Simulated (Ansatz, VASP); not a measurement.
## One calculation of KI, two programs

Contents of POSCAR:

```
KI
1.0
    0.0000000000      3.5591710221      3.5378454877
    3.5591710221      0.0000000000      3.5378454877
    3.5591710221      3.5591710221      0.0000000000
K I
1 1
Direct
    0.0000000000      0.0000000000      0.0000000000
    0.5000000000      0.5000000000      0.5000000000
```

The input INCAR.step1:

```
SYSTEM = KI
ALGO     = Normal         ! electronic algorithm
EDIFF    = 1E-5           ! SCF threshold, eV
ENCUT    = 520            ! plane-wave cutoff, eV
GGA      = PE             ! functional
ISIF     = 2              ! what is computed and relaxed
ISMEAR   = 0              ! smearing method
LASPH    = .TRUE.         ! aspherical terms in the spheres
LCHARG   = .FALSE.        ! write CHGCAR
LREAL    = .FALSE.        ! projectors in reciprocal space
LWAVE    = .TRUE.         ! write WAVECAR
NBANDS   = 15             ! bands
NELM     = 80             ! most SCF steps
PREC     = Accurate       ! precision mode
SIGMA    = 0.01           ! smearing width, eV
```

File INCAR.step2:

```
SYSTEM = KI
ALGO     = Normal         ! electronic algorithm
EDIFF    = 1E-6           ! SCF threshold, eV
ENCUT    = 520            ! plane-wave cutoff, eV
GGA      = PE             ! functional
HFSCREEN = 0.2079         ! screening, 1/A
ISIF     = 2              ! what is computed and relaxed
ISMEAR   = 0              ! smearing method
ISTART   = 1            
LASPH    = .TRUE.         ! aspherical terms in the spheres
LCHARG   = .FALSE.        ! write CHGCAR
LHFCALC  = .TRUE.         ! exact exchange
LREAL    = .FALSE.        ! projectors in reciprocal space
LWAVE    = .FALSE.        ! write WAVECAR
NBANDS   = 15             ! bands
NELM     = 80             ! most SCF steps
PREC     = Accurate       ! precision mode
PRECFOCK = Normal       
SIGMA    = 0.01           ! smearing width, eV
```

File KPOINTS:

```
k-points
0
G
  4 4 4
  0 0 0
```

Input for Ansatz:

```yaml
crystal:
  lattice:
    - [0.0, 3.5591710221, 3.5378454877]
    - [3.5591710221, 0.0, 3.5378454877]
    - [3.5591710221, 3.5591710221, 0.0]
  atoms:
    - { symbol: K, position: [0.0, 0.0, 0.0] }
    - { symbol: I, position: [0.5, 0.5, 0.5] }
kpoints:
  mp_grid: { grid: [4, 4, 4] }
  band_path:
    path:
      - [0.0, 0.0, 0.0]
      - [0.5, 0.0, 0.5]
      - [0.625, 0.25, 0.625]
      - [0.375, 0.375, 0.75]
      - [0.5, 0.5, 0.5]
      - [0.5, 0.25, 0.75]
    npoints: 1
hamiltonian:
  xc: hse06
scf:
  occupations: { method: fixed }
  n_extra_bands: 4
output:
  forces: true
  stress: true
  eigenvalues: true
```

Change from the starting cell: epitaxial_xy strain +0.4%.

Alike in both runs: task single point; functional HSE06; k mesh 4 × 4 × 4; no spin polarisation.

|  | VASP | Ansatz |
| --- | --- | --- |
| version | VASP 6.6.1 | Ansatz 0.2.0 |
| potentials or method | VASP PAW PBE potentials, release 64 (K_sv, I) | plane waves, PAW |
| plane-wave cutoff (eV) | 520 | 420 |
| occupations | gaussian, width 0.01 eV | fixed |
| valence electrons in the cell | 16 | 26 |

VASP gave:

| Property | Result |
| --- | --- |
| gap on the k mesh at the Fermi level (eV) | 4.91 |
| pressure (GPa) | 0.2 |
| traceless stress, the component that is largest in VASP (GPa) | 0.10 |

Task: Which values does Ansatz return?

Result: gap on the k mesh at the Fermi level (eV): 4.92; pressure (GPa): 0.2; traceless stress, the component that is largest in VASP (GPa): 0.10.

VASP's potentials hold 16 valence electrons a cell and Ansatz's 26, so a difference there can come from the potentials and not from the codes. Ansatz's warnings: stress exchange threshold loose, stress scf threshold loose.

Neither program's run includes spin-orbit coupling.
